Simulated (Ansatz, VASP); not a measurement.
**AlN: VASP beside Ansatz**

Contents of INCAR:

```
SYSTEM = AlN
PREC     = Accurate       ! precision mode
ENCUT    = 520            ! plane-wave cutoff, eV
EDIFF    = 1E-7           ! SCF threshold, eV
ISMEAR   = 0              ! smearing method
SIGMA    = 0.01           ! smearing width, eV
LREAL    = Auto         
LASPH    = .True.         ! aspherical terms in the spheres
NELM     = 80             ! most SCF steps
ALGO     = Normal         ! electronic algorithm
ISIF     = 2              ! what is computed and relaxed
LWAVE    = .False.        ! write WAVECAR
LCHARG   = .False.        ! write CHGCAR
GGA      = PE             ! functional
IBRION   = 2              ! ionic algorithm
NSW      = 100            ! ionic steps
EDIFFG   = -0.03          ! ionic threshold
```

Contents of KPOINTS:

```
regular mesh
0
Gamma
  2 2 3
  0 0 0
```

POSCAR

```
AlN
1.0
    6.2595139150      0.0000000600      0.0000000000
   -3.1297570050      5.4208980350      0.0000000000
    0.0000000000      0.0000000000      5.0174032967
Al N
8 8
Direct
    0.3333333350      0.1666666650      0.4992353700
    0.1666666650      0.3333333350      0.9992353700
    0.3333333350      0.6666666650      0.4992353700
    0.1666666650      0.8333333350      0.9992353700
    0.8333333350      0.1666666650      0.4992353700
    0.6666666650      0.3333333350      0.9992353700
    0.8333333350      0.6666666650      0.4992353700
    0.6666666650      0.8333333350      0.9992353700
    0.3333333350      0.1666666650      0.8807646300
    0.1666666650      0.3333333350      0.3807646300
    0.3333333350      0.6666666650      0.8807646300
    0.1666666650      0.8333333350      0.3807646300
    0.8333333350      0.1666666650      0.8807646300
    0.6666666650      0.3333333350      0.3807646300
    0.8333333350      0.6666666650      0.8807646300
    0.6666666650      0.8333333350      0.3807646300
```

Input for Ansatz:

```yaml
crystal:
  lattice:
    - [6.259513915, 6.0e-08, 0.0]
    - [-3.129757005, 5.420898035, 0.0]
    - [0.0, 0.0, 5.017403296667]
  atoms:
    - { symbol: Al, position: [0.333333335, 0.166666665, 0.49923537] }
    - { symbol: Al, position: [0.166666665, 0.333333335, 0.99923537] }
    - { symbol: "N", position: [0.333333335, 0.166666665, 0.88076463] }
    - { symbol: "N", position: [0.166666665, 0.333333335, 0.38076463] }
    - { symbol: Al, position: [0.333333335, 0.666666665, 0.49923537] }
    - { symbol: Al, position: [0.166666665, 0.833333335, 0.99923537] }
    - { symbol: "N", position: [0.333333335, 0.666666665, 0.88076463] }
    - { symbol: "N", position: [0.166666665, 0.833333335, 0.38076463] }
    - { symbol: Al, position: [0.833333335, 0.166666665, 0.49923537] }
    - { symbol: Al, position: [0.666666665, 0.333333335, 0.99923537] }
    - { symbol: "N", position: [0.833333335, 0.166666665, 0.88076463] }
    - { symbol: "N", position: [0.666666665, 0.333333335, 0.38076463] }
    - { symbol: Al, position: [0.833333335, 0.666666665, 0.49923537] }
    - { symbol: Al, position: [0.666666665, 0.833333335, 0.99923537] }
    - { symbol: "N", position: [0.833333335, 0.666666665, 0.88076463] }
    - { symbol: "N", position: [0.666666665, 0.833333335, 0.38076463] }
basis:
  ecutwfc: 420.0
  ecutrho_ratio: 4
  xc_grid: 2
  fft_grid_basis: typed
  precision: f64
kpoints:
  mp_grid: { grid: [2, 2, 3] }
hamiltonian:
  pseudopotentials: { kind: paw, azcp: { folder: soft_1 } }
scf:
  max_iter: 100
  self_checks: high
  occupations: { method: fixed }
relax:
  f_tol: 0.03
  max_steps: 80
output:
  forces: true
checkpoint:
  write: "../host.relax.run"
  compress: false
  write_wavefunctions: true
  write_every: 100000
```

Alike in both runs: task relaxation of the atoms; functional PBE; k mesh 2 × 2 × 3; no spin polarisation.

|  | VASP | Ansatz |
| --- | --- | --- |
| version | VASP 6.6.1 | Ansatz 0.2.0 |
| potentials or method | VASP PAW PBE potentials, release 64 (Al, N), cutoff 520 eV | plane-wave PAW DFT |
| occupations | gaussian, width 0.01 eV | fixed |
| valence electrons in the cell | 64 | 64 |

```csv
,VASP,Ansatz,Ansatz less VASP
"gap on the k mesh at the Fermi level, each at its own relaxed structure (eV)",4.04,4.03,-0.009
```

The k mesh is coarse, so the values compare programs but aren't converged. Noted on VASP's run: the relaxation stopped at its first step, so nothing moved.
